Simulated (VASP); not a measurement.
# CsPbBr3 (Pm-3m) in VASP: further runs

CsPbBr3 is run at these levels: PBE; tasks: single point.

All numbers are computed with VASP 6.6.1; they aren't measurements. Logs are shortened: lines on timing, memory, paths and dates and some standing lists are left out, and cuts for length are marked.

## (1) The cell of the first run

Symmetry: Pm-3m, No. 221, cubic system. Conventional cell: a = 5.765 Å, b = 5.765 Å, c = 5.765 Å, α = 90.00°, β = 90.00°, γ = 90.00°. Within 5.3 Å of Cs (site symmetry m-3m) lie 12 Br at 4.08 Å and 8 Pb at 4.99 Å. Pb (site symmetry m-3m) has 6 Br at 2.88 Å within 3.8 Å. Br (site symmetry 4/mmm) has 2 Pb at 2.88 Å within 3.8 Å.

## (2) Single point, PBE (strain -3.0%)

The input, INCAR:

```
PREC = Accurate
ENCUT = 520
EDIFF = 1E-7
ISMEAR = -1
SIGMA = 0.02
LREAL = F
LASPH = T
NELM = 100
ALGO = Normal
ISIF = 2
LWAVE = F
LCHARG = F
GGA = PE
NBANDS = 30
```

The input, KPOINTS:

```
Automatic mesh
0
Gamma
  4 4 4
```

The input, POSCAR:

```
CsPbBr3
1.0
    5.7646724799      0.0000000000      0.0000000000
    0.0000000000      5.7646724799      0.0000000000
    0.0000000000      0.0000000000      5.7646724799
Cs Pb Br
1 1 3
Direct
    0.0000000000      0.0000000000      0.0000000000
    0.5000000000      0.5000000000      0.5000000000
    0.5000000000      0.5000000000      0.0000000000
    0.5000000000      0.0000000000      0.5000000000
    0.0000000000      0.5000000000      0.5000000000
```

Potentials or basis: VASP PAW PBE potentials, release 64 (Cs_sv, Pb_d, Br).

The run is started by

```
$ cat potpaw_PBE.64/Cs_sv/POTCAR potpaw_PBE.64/Pb_d/POTCAR potpaw_PBE.64/Br/POTCAR > POTCAR
$ mpirun -np 1 vasp_std > vasp.out
```

OUTCAR:

```text
PREC = Accurate
   ENCUT = 520
   EDIFF = 1E-7
   ISMEAR = -1
   LREAL = F
   LASPH = T
   NELM = 100
   ISIF = 2
   GGA = PE

 ion  position               nearest neighbor table
   1  0.000  0.000  0.000-
   2  0.500  0.500  0.500-   3 2.88   4 2.88   5 2.88   3 2.88   4 2.88   5 2.88
   3  0.500  0.500  0.000-   2 2.88   2 2.88
   4  0.500  0.000  0.500-   2 2.88   2 2.88
   5  0.000  0.500  0.500-   2 2.88   2 2.88

  LATTYP: Found a simple cubic cell.
 ALAT       =     5.7646724799

  Lattice vectors:

 A1 = (   5.7646724799,   0.0000000000,   0.0000000000)
 A2 = (   0.0000000000,   5.7646724799,   0.0000000000)
 A3 = (   0.0000000000,   0.0000000000,   5.7646724799)

Analysis of symmetry for initial positions (statically):
=====================================================================
 Subroutine PRICEL returns:
 Original cell was already a primitive cell.

 Routine SETGRP: Setting up the symmetry group for a
 simple cubic supercell.

 Subroutine GETGRP returns: Found 48 space group operations
 (whereof 48 operations were pure point group operations)
 out of a pool of 48 trial point group operations.

The static configuration has the point symmetry O_h .

Analysis of symmetry for dynamics (positions and initial velocities):
=====================================================================
 Subroutine PRICEL returns:
 Original cell was already a primitive cell.

 Routine SETGRP: Setting up the symmetry group for a
 simple cubic supercell.

 Subroutine GETGRP returns: Found 48 space group operations
 (whereof 48 operations were pure point group operations)
 out of a pool of 48 trial point group operations.

The dynamic configuration has the point symmetry O_h .

 Subroutine INISYM returns: Found 48 space group operations
 (whereof 48 operations are pure point group operations),
 and found     1 'primitive' translations

----------------------------------------------------------------------------------------

                                     Primitive cell

  volume of cell :     191.5684

  direct lattice vectors                    reciprocal lattice vectors
     5.764672480  0.000000000  0.000000000     0.173470393  0.000000000  0.000000000
     0.000000000  5.764672480  0.000000000     0.000000000  0.173470393  0.000000000
     0.000000000  0.000000000  5.764672480     0.000000000  0.000000000  0.173470393

  length of vectors
     5.764672480  5.764672480  5.764672480     0.173470393  0.173470393  0.173470393

  position of ions in fractional coordinates (direct lattice)
     0.000000000  0.000000000  0.000000000
     0.500000000  0.500000000  0.500000000
     0.500000000  0.500000000  0.000000000
     0.500000000  0.000000000  0.500000000
     0.000000000  0.500000000  0.500000000

  ion indices of the primitive-cell ions
   primitive index   ion index
                 1           1
                 2           2
                 3           3
                 4           4
                 5           5

----------------------------------------------------------------------------------------

 KPOINTS: Automatic mesh

Automatic generation of k-mesh.
 Grid dimensions read from file:
 generate k-points for:    4    4    4

 Generating k-lattice:

  Cartesian coordinates                     Fractional coordinates (reciprocal lattice)
     0.043367598  0.000000000  0.000000000     0.250000000  0.000000000  0.000000000
     0.000000000  0.043367598  0.000000000     0.000000000  0.250000000  0.000000000
     0.000000000  0.000000000  0.043367598     0.000000000  0.000000000  0.250000000

  Length of vectors
     0.043367598  0.043367598  0.043367598

  Shift w.r.t. Gamma in fractional coordinates (k-lattice)
     0.000000000  0.000000000  0.000000000

 Subroutine IBZKPT returns following result:
 ===========================================

 Found     10 irreducible k-points:

 Following reciprocal coordinates:
            Coordinates               Weight
  0.000000  0.000000  0.000000      1.000000
  0.250000  0.000000  0.000000      6.000000
  0.500000  0.000000  0.000000      3.000000
  0.250000  0.250000  0.000000     12.000000
  0.500000  0.250000  0.000000     12.000000
  0.500000  0.500000  0.000000      3.000000
  0.250000  0.250000  0.250000      8.000000
  0.500000  0.250000  0.250000     12.000000
  0.500000  0.500000  0.250000      6.000000
  0.500000  0.500000  0.500000      1.000000
   k-points           NKPTS =     10   k-points in BZ     NKDIM =     10   number of bands    NBANDS=     30
   number of dos      NEDOS =    301   number of ions     NIONS =      5
   total plane-waves  NPLWV = 110592
   dimension x,y,z NGX =    48 NGY =   48 NGZ =   48
   dimension x,y,z NGXF=    96 NGYF=   96 NGZF=   96
   ions per type =               1   1   3
   NGX,Y,Z   is equivalent  to a cutoff of  13.84, 13.84, 13.84 a.u.
   NGXF,Y,Z  is equivalent  to a cutoff of  27.69, 27.69, 27.69 a.u.
 SYSTEM =  unknown system
   PREC   = accura    normal or accurate (medium, high low for compatibility)
   ISTART =      0    job   : 0-new  1-cont  2-samecut
   ICHARG =      2    charge: 1-file 2-atom 10-const
   ISPIN  =      1    spin polarized calculation?
   LNONCOLLINEAR =      F non collinear calculations
   LSORBIT =      F    spin-orbit coupling
   LASPH  =      T    aspherical Exc in radial PAW
   ENCUT  =  520.0 eV  38.22 Ry    6.18 a.u.  10.72 10.72 10.72*2*pi/ulx,y,z
   NELM   =    100;   NELMIN=  2; NELMDL= -5     # of ELM steps
   EDIFF  = 0.1E-06   stopping-criterion for ELM
   LREAL  =      F    real-space projection
   EDIFFG = 0.1E-05   stopping-criterion for IOM
   NSW    =      0    number of steps for IOM
   IBRION =     -1    ionic relax: 0-MD 1-quasi-New 2-CG
   NFREE  =      0    steps in history (QN), initial steepest desc. (CG)
   ISIF   =      2    stress and relaxation
   ISYM   =      2    0-nonsym 1-usesym 2-fastsym
   POTIM  = 0.5000    time-step for ionic-motion
   TEBEG  =    0.0;   TEEND  =   0.0 temperature during run
   PSTRESS=    0.0 pullay stress
   NELECT =      44.0000    total number of electrons
   NUPDOWN=      -1.0000    fix difference up-down
   EMIN   =  10.00;   EMAX   =-10.00  energy-range for DOS
   EFERMI =   0.00;   METHOD = LEGACY
   ISMEAR =    -1;   SIGMA  =   0.02  broadening in eV -4-tet -1-fermi 0-gaus
   EFERMI_NEDOS =   21; number of points for ismear=-14 and -15
   IALGO  =     38    algorithm
   IMIX   =      4    mixing-type and parameters
     AMIX     =   0.40;   BMIX     =  1.00
     AMIX_MAG =   1.60;   BMIX_MAG =  1.00
  volume/ion in A,a.u.               =      38.31       258.55
  Fermi-wavevector in a.u.,A,eV,Ry     =   1.002577  1.894596 13.676042  1.005161
  Thomas-Fermi vector in A             =   2.135073
   LORBIT       =      0    0 simple, 1 ext, 2 COOP (PROOUT), +10 PAW based schemes
   GGA     = PE    functional components
   LHFCALC =     F    Hartree Fock is set to
   AEXX    =    0.0000 exact exchange contribution
   IVDW    =     0    specifies the selected vdW correction
   LEPSILON=     F    determine dielectric tensor
   LRPA    =     F    only Hartree local field effects (RPA)
 non-spin polarized calculation
  energy-cutoff  :      520.00
  volume of cell :      191.57
 maximum number of plane-waves:      5232
 NGX is ok and might be reduce to    48
   NGX = 21   NGY = 21   NGZ = 21

 number of electron      44.0000012 magnetization

 Free energy of the ion-electron system (eV)
  ---------------------------------------------------
  ext. energy  EPLUGINS =         0.00000000
  ---------------------------------------------------
  free energy    TOTEN  =       -15.65006357 eV

  energy without entropy =      -15.65006357  energy(sigma->0) =      -15.65006357

 E-fermi :   2.4610     XC(G=0):  -7.8700

 val. band max:        1.9998081833   @ k =   0.5000   0.5000   0.5000
 cond. band min:       3.2841915947   @ k =   0.5000   0.5000   0.5000
 fundamental gap:      1.2843834114
 Fermi energy:         2.4609573284

 k-point     1 :       0.0000    0.0000    0.0000
  band No.  band energies     occupation
      1     -19.7768      2.00000
      2     -15.1740      2.00000
      3     -15.1740      2.00000
      4     -14.9516      2.00000
      5     -14.9516      2.00000
      6     -14.9516      2.00000
[... 22 lines left out ...]
     29       8.1230      0.00000
     30       8.1230      0.00000

 k-point     2 :       0.2500    0.0000    0.0000
  band No.  band energies     occupation
      1     -19.7760      2.00000
      2     -15.1739      2.00000
      3     -15.1313      2.00000
      4     -14.9523      2.00000
      5     -14.9523      2.00000
      6     -14.9516      2.00000
[... 22 lines left out ...]
     29       6.8750      0.00000
     30       7.9557      0.00000

 k-point     3 :       0.5000    0.0000    0.0000
  band No.  band energies     occupation
      1     -19.7752      2.00000
      2     -15.1738      2.00000
      3     -15.0872      2.00000
      4     -14.9530      2.00000
      5     -14.9530      2.00000
      6     -14.9516      2.00000
[... 22 lines left out ...]
     29       7.2502      0.00000
     30       7.9388      0.00000

 k-point     4 :       0.2500    0.2500    0.0000
  band No.  band energies     occupation
      1     -19.7753      2.00000
      2     -15.1534      2.00000
      3     -15.1070      2.00000
      4     -14.9530      2.00000
      5     -14.9523      2.00000
      6     -14.9523      2.00000
[... 154 lines left out ...]
     29       7.5030      0.00000
     30       7.5086      0.00000

 k-point     9 :       0.5000    0.5000    0.2500
  band No.  band energies     occupation
      1     -19.7734      2.00000
      2     -15.0837      2.00000
      3     -15.0306      2.00000
      4     -14.9545      2.00000
      5     -14.9537      2.00000
      6     -14.9537      2.00000
[... 22 lines left out ...]
     29       7.1499      0.00000
     30       7.6730      0.00000

 k-point    10 :       0.5000    0.5000    0.5000
  band No.  band energies     occupation
      1     -19.7729      2.00000
      2     -15.0306      2.00000
      3     -15.0306      2.00000
      4     -14.9545      2.00000
      5     -14.9545      2.00000
      6     -14.9545      2.00000
[... 22 lines left out ...]
     29       6.8600      0.00000
     30       8.1041      0.00000

------------------------ aborting loop because EDIFF is reached ----------------------------------------

  FORCE on cell =-STRESS in cart. coord.  units (eV):
  Direction    XX          YY          ZZ          XY          YZ          ZX
  --------------------------------------------------------------------------------------
  -------------------------------------------------------------------------------------
  Total        3.7359734      3.7359734      3.7359734     -0.0000000      0.0000000     -0.0000000
  in kB       31.2457133     31.2457133     31.2457133     -0.0000000      0.0000000     -0.0000000
  external PRESSURE =      31.2457133 kB  Pullay stress =       0.0000000 kB

 VOLUME and BASIS-vectors are now :
 -----------------------------------------------------------------------------
  energy-cutoff  :      520.00
  volume of cell :      191.57
      direct lattice vectors                 reciprocal lattice vectors
     5.764672480  0.000000000  0.000000000     0.173470393  0.000000000  0.000000000
     0.000000000  5.764672480  0.000000000     0.000000000  0.173470393  0.000000000
     0.000000000  0.000000000  5.764672480     0.000000000  0.000000000  0.173470393

 POSITION                                       TOTAL-FORCE (eV/Angst)
 -----------------------------------------------------------------------------------
      0.00000      0.00000      0.00000         0.000000      0.000000      0.000000
      2.88234      2.88234      2.88234         0.000000      0.000000      0.000000
      2.88234      2.88234      0.00000         0.000000      0.000000      0.000000
      2.88234      0.00000      2.88234         0.000000      0.000000      0.000000
      0.00000      2.88234      2.88234         0.000000      0.000000      0.000000
 -----------------------------------------------------------------------------------
    total drift:                                0.000000     -0.000000     -0.000000

  FREE ENERGIE OF THE ION-ELECTRON SYSTEM (eV)
  ---------------------------------------------------
  free  energy   TOTEN  =       -15.6500635689 eV

  energy  without entropy=      -15.6500635689  energy(sigma->0) =      -15.65006357
```

Wall time 2.4 min (1 thread of Intel Xeon 8259CL, shared host); peak memory 0.34 GiB.

Results:

| Property | Result |
| --- | --- |
| Free energy | -15.6501 eV |
| Pressure | 3.1 GPa |
| Band gap on the k mesh | 1.28 eV |

Caveat: the cell differs from its parent crystal (strain -3.0%); the cell stands under pressure; spin-orbit coupling is left out, which moves the levels of the heavy elements. A k mesh can miss the band edges.

## (3) Single point, PBE (strain +1.0%)

The input, INCAR:

```
SYSTEM = CsPbBr3
PREC     = Accurate       ! precision mode
ENCUT    = 520            ! plane-wave cutoff, eV
EDIFF    = 1E-6           ! SCF threshold, eV
ISMEAR   = -1             ! smearing method
SIGMA    = 0.02           ! smearing width, eV
LREAL    = .False.        ! projectors in reciprocal space
LASPH    = .True.         ! aspherical terms in the spheres
NELM     = 80             ! most SCF steps
ALGO     = Normal         ! electronic algorithm
ISIF     = 2              ! what is computed and relaxed
LWAVE    = .False.        ! write WAVECAR
LCHARG   = .True.         ! write CHGCAR
GGA      = PE             ! functional
LELF     = .True.         ! ELF
LVHAR    = .True.       
NBANDS   = 30             ! bands
```

The input, KPOINTS:

```
regular mesh
0
Gamma
  4 4 4
  0 0 0
```

POSCAR, as its differences from that of step 2:

```diff
@@ -2,5 +2,5 @@
 1.0
-    5.7646724799      0.0000000000      0.0000000000
-    0.0000000000      5.7646724799      0.0000000000
-    0.0000000000      0.0000000000      5.7646724799
+    6.0023909327      0.0000000000      0.0000000000
+    0.0000000000      6.0023909327      0.0000000000
+    0.0000000000      0.0000000000      6.0023909327
 Cs Pb Br
```

Potentials or basis: VASP PAW PBE potentials, release 64 (Cs_sv, Pb_d, Br).

The run is started by

```
$ cat potpaw_PBE.64/Cs_sv/POTCAR potpaw_PBE.64/Pb_d/POTCAR potpaw_PBE.64/Br/POTCAR > POTCAR
$ mpirun -np 1 vasp_std > vasp.out
```

It took 2.2 min on 1 thread of Intel Xeon 8259CL, shared host; peak memory 0.35 GiB.

The run converged. Its results:

```yaml
Free_energy: -15.8731 eV
Pressure: 0.1 GPa
Band_gap_on_the_k_mesh: 1.78 eV
```

Levels at points of the mesh, in eV from the valence-band top:
| k point | band 19 | band 20 | band 21 | band 22 | band 23 | band 24 | band 25 | band 26 |
| --- | --- | --- | --- | --- | --- | --- | --- | --- |
| (0.00, 0.00, 0.00) | -1.72 | -1.64 | -1.64 | -1.64 | 3.30 | 4.50 | 4.50 | 5.23 |
| (0.50, 0.00, 0.00) | -1.83 | -1.72 | -1.72 | -1.21 | 2.69 | 4.68 | 5.30 | 5.30 |
| (0.50, 0.50, 0.00) | -1.92 | -1.90 | -1.31 | -0.60 | 2.27 | 2.27 | 4.92 | 5.44 |
| (0.50, 0.50, 0.50) | -1.30 | -1.30 | -1.30 | 0.00 | 1.78 | 1.78 | 1.78 | 4.79 |

Caveat: the cell differs from its parent crystal (strain +1.0%); spin-orbit coupling is left out, which moves the levels of the heavy elements. A k mesh can miss the band edges.
